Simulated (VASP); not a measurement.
Wanted: the native input for a VASP 6.6.1 run.

| Item | Value |
| --- | --- |
| Task | single point |
| Functional | PBE |
| Potentials or basis | VASP PAW PBE potentials, release 64 (C) |
| Cutoff | 520 eV |
| k mesh | 9 × 9 × 2 |
| Occupations | gaussian, width 0.1 eV |
| Spin | no spin polarisation |
| Dipole correction | no |
| Further INCAR settings | ALGO = Normal; EDIFF = 1e-06; NBANDS = 11 |

The structure of C lies in POSCAR:

```
C
1.0
    2.4561701622      0.0000000000      0.0000000000
   -1.2280850811      2.1271057565      0.0000000000
    0.0000000000      0.0000000000      8.5238033600
C
2
Direct
    0.3333333300      0.6666666700      0.0000000000
    0.6666666700      0.3333333300      0.0000000000
```

One way to write it, as run:

INCAR

```
PREC = Accurate
ENCUT = 520
EDIFF = 1E-6
ISMEAR = 0
SIGMA = 0.1
LREAL = F
LASPH = T
NELM = 100
ALGO = Normal
ISIF = 2
LWAVE = F
LCHARG = F
GGA = PE
NBANDS = 11
```

KPOINTS

```
regular mesh
0
Gamma
  9 9 2
```

Potentials or basis: VASP PAW PBE potentials, release 64 (C).

Launch:

```bash
$ cat potpaw_PBE.64/C/POTCAR > POTCAR
$ mpirun -np 1 vasp_std > vasp.out
```

Results of the run:

The band gap on the k mesh is zero (filled and empty bands touch).

Caveat: the k points lie up to 0.37 Å⁻¹ apart; there is no dipole correction, which matters where the two faces differ.

Wall time 12 s on 1 thread of Intel(R) Xeon(R) 6975P-C (Granite Rapids) (shared host), peak memory 0.14 GiB.
